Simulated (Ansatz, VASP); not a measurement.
CoO in VASP and in Ansatz

Contents of INCAR:

```
  PREC = Accurate
  ENCUT = 600
  EDIFF = 1E-6
  ISMEAR = 0
  SIGMA = 0.05
  LREAL = F
  LASPH = T
  NELM = 200
  ALGO = Normal
  ISIF = 2
  LWAVE = F
  LCHARG = F
  ISPIN = 2
  MAGMOM = 3 -3 0 0
  LORBIT = 11
  LMAXMIX = 4
  LDAU = T
  LDAUTYPE = 2
  LDAUL = 2 -1
  LDAUU = 3.3 0
  LDAUJ = 0 0
  LDAUPRINT = 1
  GGA = PE
  NBANDS = 35
  GGA_COMPAT = F
```

The input KPOINTS:

```
regular mesh
0
Gamma
  5 5 3
```

POSCAR

```
CoO
1.0
    0.0000000000      2.1315000000     -2.1315000000
    0.0000000000      2.1315000000      2.1315000000
    4.2630000000      0.0000000000      0.0000000000
Co O
2 2
Direct
    0.0000000000      0.0000000000      0.0000000000
    0.5000000000      0.5000000000      0.5000000000
    0.0000000000      1.0000000000      0.5000000000
    0.5000000000      1.5000000000      1.0000000000
```

Input for Ansatz:

```yaml
crystal:
  lattice:
    - [0.0, 2.1315, -2.1315]
    - [0.0, 2.1315, 2.1315]
    - [4.263, 0.0, 0.0]
  atoms:
    - { symbol: Co, position: [0.0, 0.0, 0.0], spin: 3.0 }
    - { symbol: O, position: [0.0, 1.0, 0.5] }
    - { symbol: Co, position: [0.5, 0.5, 0.5], spin: -3.0 }
    - { symbol: O, position: [0.5, 1.5, 1.0] }
basis:
  ecutwfc: 420
  ecutrho_ratio: 4
kpoints:
  mp_grid: { grid: [5, 5, 3] }
hamiltonian:
  xc: pbe
  hubbard: { sites: [{ species: Co, l: d, u_eff: 3.3 }] }
scf:
  occupations: { method: gaussian, width: 0.05 }
output:
  forces: true
  stress: true
  eigenvalues: true
  populations: true
  hubbard: { sites: [{ species: Co, l: d }] }
magnetization:
  spin_polarized: true
```

Alike in both runs: task single point; functional PBE; k mesh 5 × 5 × 3; occupations gaussian, width 0.05 eV; collinear spin; Hubbard terms Co d U = 3.3 eV.

```csv
,VASP,Ansatz
version,VASP 6.6.1,Ansatz 0.2.0
potentials or method,"VASP PAW PBE potentials, release 64 (Co_sv, O), cutoff 600 eV","scalar-relativistic, plane waves, PAW"
valence electrons in the cell,46,46
```

|  | VASP | Ansatz | Ansatz less VASP |
| --- | --- | --- | --- |
| gap on the k mesh at the Fermi level (eV) | 0.41 | 1.63 | +1.216 |
| least direct gap on the mesh (eV) | 1.15 | 2.25 | +1.099 |
| pressure (GPa) | 4.3 | 8.4 | +4.11 |
| net moment per atom (μB) | 0.00 | 0.00 | 0.000 |
| size of the moment on the site where the two differ most (μB) | 2.67 | 2.59 | -0.074 |

Site moments also hang on the region over which each program counts them. The programs project onto different local orbitals, so the same U acts differently, and such runs can settle in different states. Ansatz's warnings: stability check not made.

The k mesh is coarse, so the values compare programs but aren't converged.
